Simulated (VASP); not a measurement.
Set up this calculation in VASP 6.6.1, as the native input.

- Task: single point
- Functional: PBEsol
- Potentials or basis: VASP PAW PBE potentials, release 64 (Zr_sv, S)
- Cutoff: 520 eV
- k mesh: 20 × 20 × 20
- Occupations: gaussian, width 0.15 eV
- Spin: no spin polarisation
- Dipole correction: no
- Further INCAR settings: ALGO = Normal; EDIFF = 1e-07; NBANDS = 16

The structure of ZrS lies in POSCAR:

```
ZrS
1.0
    0.0000000000      2.5443292198      2.5055830895
    2.5443292198      0.0000000000      2.5055830895
    2.5443292198      2.5443292198      0.0000000000
Zr S
1 1
Direct
    0.0000000000      0.0000000000      0.0000000000
    0.5000000000      0.5000000000      0.5000000000
```

This cell differs from its parent crystal: strain -0.015 along x and y, -0.030 along z.

One way to write it, as run:

INCAR

```
SYSTEM = ZrS
ALGO = Normal
EDIFF = 1E-7
ENCUT = 520
GGA = PS
ISIF = 2
ISMEAR = 0
LASPH = .TRUE.
LCHARG = .FALSE.
LREAL = .FALSE.
LWAVE = .FALSE.
NBANDS = 16
NELM = 100
PREC = Accurate
SIGMA = 0.15
```

KPOINTS

```
k-points
0
G
  20 20 20
  0 0 0
```

Potentials or basis: VASP PAW PBE potentials, release 64 (Zr_sv, S).

The run is started by

```console
$ cat potpaw_PBE.64/Zr_sv/POTCAR potpaw_PBE.64/S/POTCAR > POTCAR
$ mpirun -np 1 vasp_std > vasp.out
```

Results of the run:

| Item | Value |
| --- | --- |
| Pressure | 10.6 GPa |
| Band gap on the k mesh | zero (bands 9 and 10 overlap by 3.38 eV) |

Caveat: the cell differs from its parent crystal (strain -0.015 along x and y, -0.030 along z); the stress differs along the axes, from 8 to 15 GPa; the PAW data sets were made with another functional, which shifts forces and pressure a little.

Run time: 5.3 min on 1 thread of Intel(R) Xeon(R) Platinum 8259CL CPU @ 2.50GHz (Skylake/Cascade Lake), on a shared host, peak memory 0.43 GiB.
